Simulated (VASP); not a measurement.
Ir: single point with LDA

The system is Ir.

```
CELL_PARAMETERS angstrom
2.70524 0.00000 0.00000
-1.35262 2.34281 0.00000
0.00000 0.00000 4.38624
ATOMIC_POSITIONS crystal
Ir 0.66667 0.33333 0.75000
Ir 0.33333 0.66667 0.25000
```

This isn't the form of Ir at room conditions, which is fcc.

```yaml
Program: VASP 6.6.1
Task: single point
Functional: LDA
Potentials_or_basis: VASP PAW LDA potentials, release 64 (Ir_sv_GW)
Cutoff: 560 eV
k_mesh: 21 × 21 × 12
Occupations: gaussian, width 0.15 eV
Spin: collinear spin
Starting_moments: "[0.2, 0.2] μB"
Fixed_moment: 0.4 μB
```

```json
{
  "Pressure": "0.1 GPa",
  "Net moment": "0.40 μB per cell",
  "Site moments": "Ir +0.20 μB",
  "Valence electrons inside the program's atomic spheres": "Ir 16.36"
}
```

Stress tensor (GPa, compression positive):
```
0.09 0.00 0.00
0.00 0.09 0.00
0.00 0.00 0.00
```

Wall time 3.5 min on 1 thread of Intel(R) Xeon(R) 6975P-C (Granite Rapids) (shared host), peak memory 0.47 GiB.

Caveat: the total moment is fixed, so each spin has its own Fermi level and the state may be an excited one.
